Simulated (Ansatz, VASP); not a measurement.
## One calculation of LiH2, two programs

```xyz
3
Lattice="2.9307 0.0000 0.0000 -1.4654 2.5381 0.0000 0.0000 0.0000 2.4424" Properties=species:S:1:pos:R:3 pbc="T T T"
Li    0.0000    0.0000    0.0000
H     0.0000    1.6921    1.2212
H     1.4654    0.8460    1.2212
```

Alike in both runs: task relaxation of cell and atoms; functional PBE; k mesh 18 × 18 × 18; occupations gaussian, width 0.1 eV; no spin polarisation.

|  | VASP | Ansatz |
| --- | --- | --- |
| version | VASP 6.6.1 | Ansatz 0.2.0 |
| potentials or method | VASP PAW PBE potentials, release 64 (Li_sv, H), cutoff 600 eV | scalar-relativistic, plane waves, PAW |
| valence electrons in the cell | 5 | 5 |

VASP gave:

```
gap on the k mesh at the Fermi level, each at its own relaxed structure (eV) : none
relaxed volume (Å³/atom)                                                     : 6.02
relaxed cell length with the largest relative difference (Å)                 : 2.460
```

Question: What did Ansatz give for the same quantities?

Answer: gap on the k mesh at the Fermi level, each at its own relaxed structure (eV): none; relaxed volume (Å³/atom): 6.05; relaxed cell length with the largest relative difference (Å): 2.466.

A gap of «none» marks a metal or a gap that the smearing closes.

Noted on VASP's run: the cutoff is short for stress, so the pressure is rough.
